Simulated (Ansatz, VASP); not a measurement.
# One calculation of SrCl2, two programs

The input INCAR:

```
PREC = Accurate
ENCUT = 520
EDIFF = 1E-7
ISMEAR = 0
SIGMA = 0.05
LREAL = F
LASPH = T
NELM = 100
ALGO = Normal
ISIF = 2
LWAVE = F
LCHARG = F
GGA = PE
NBANDS = 19
```

KPOINTS

```
regular mesh
0
Gamma
  6 6 6
```

File POSCAR:

```
SrCl2
1.0
    0.0000000000      3.5004251669      3.5571320547
    3.5004251669      0.0000000000      3.5571320547
    3.5004251669      3.5004251669      0.0000000000
Sr Cl
1 2
Direct
    0.0000000000      0.0000000000      0.0000000000
    0.2500000000      0.2500000000      0.2500000000
    0.7500000000      0.7500000000      0.7500000000
```

Input for Ansatz:

```yaml
crystal:
  lattice:
    - [0.0, 3.5004251669, 3.5571320547]
    - [3.5004251669, 0.0, 3.5571320547]
    - [3.5004251669, 3.5004251669, 0.0]
  atoms:
    - { symbol: Sr, position: [0.0, 0.0, 0.0] }
    - { symbol: Cl, position: [0.25, 0.25, 0.25] }
    - { symbol: Cl, position: [0.75, 0.75, 0.75] }
basis:
  ecutwfc: 420
kpoints:
  mp_grid: { grid: [6, 6, 6] }
hamiltonian:
  xc: pbe
scf:
  occupations: { method: gaussian, width: 0.05 }
output:
  forces: true
  stress: true
  eigenvalues: true
```

Alike in both runs: task single point; functional PBE; k mesh 6 × 6 × 6; occupations gaussian, width 0.05 eV; no spin polarisation.

|  | VASP | Ansatz |
| --- | --- | --- |
| version | VASP 6.6.1 | Ansatz 0.2.0 |
| potentials or method | VASP PAW PBE potentials, release 64 (Sr_sv, Cl), cutoff 520 eV | scalar-relativistic, plane waves, PAW |
| valence electrons in the cell | 24 | 24 |

```tsv
	VASP	Ansatz	Ansatz less VASP
gap on the k mesh at the Fermi level (eV)	5.20	5.20	+0.004
least direct gap on the mesh (eV)	5.48	5.48	+0.003
pressure (GPa)	0.1	0.0	-0.07
traceless stress, the component that is largest in VASP (GPa)	-0.53	-0.53	-0.003
```

The functional is the same, so the differences come from potentials, cutoffs and numerics.
